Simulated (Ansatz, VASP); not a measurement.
## Two plane-wave programs on Li2S

```
S Li
1.0
     0.00000    2.90110    2.90110
     2.90110    0.00000    2.90110
     2.90110    2.90110    0.00000
S Li
1 2
Direct
  0.00000 0.00000 0.00000
  0.25000 0.25000 0.25000
  0.75000 0.75000 0.75000
```

Alike in both runs: task single point; functional r2SCAN; k mesh 6 × 6 × 6; no spin polarisation.

|  | VASP | Ansatz |
| --- | --- | --- |
| version | VASP 6.6.1 | Ansatz 0.2.0 |
| potentials or method | VASP PAW PBE potentials, release 64 (S, Li_sv) | plane waves, PAW |
| plane-wave cutoff (eV) | 830 | 500 |
| occupations | gaussian, width 0.01 eV | fixed |
| valence electrons in the cell | 12 | 12 |

```csv
,VASP,Ansatz,Ansatz less VASP
gap on the k mesh at the Fermi level (eV),3.88,3.90,+0.019
pressure (GPa),-2.4,-2.2,+0.24
```

VASP's potentials were made for PBE, not for r2SCAN.
